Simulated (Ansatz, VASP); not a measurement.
## One calculation of Al, two programs

```xyz
4
Lattice="2.9287 0.0000 0.0000 -1.4644 2.5363 0.0000 0.0000 0.0000 8.8754" Properties=species:S:1:pos:R:3 pbc="T T T"
Al    0.0000    0.0000    0.0000
Al    0.0000    1.6909    2.2189
Al    0.0000    0.0000    4.4377
Al    1.4644    0.8454    6.6566
```

Alike in both runs: task single point; functional PBE; dispersion D3(BJ); k mesh 18 × 18 × 6; occupations gaussian, width 0.15 eV; no spin polarisation.

|  | VASP | Ansatz |
| --- | --- | --- |
| version | VASP 6.6.1 | Ansatz 0.2.0 |
| potentials or method | VASP PAW PBE potentials, release 64 (Al), cutoff 520 eV | scalar-relativistic, plane waves, PAW |
| valence electrons in the cell | 12 | 12 |

Ansatz gave:

* gap on the k mesh at the Fermi level (eV): none
* pressure (GPa): -2.5
* traceless stress, the component that is largest in VASP (GPa): 3.34

Which values does VASP return?

gap on the k mesh at the Fermi level (eV): none; pressure (GPa): -2.5; traceless stress, the component that is largest in VASP (GPa): 3.33.

A gap of «none» marks a metal or a gap that the smearing closes.
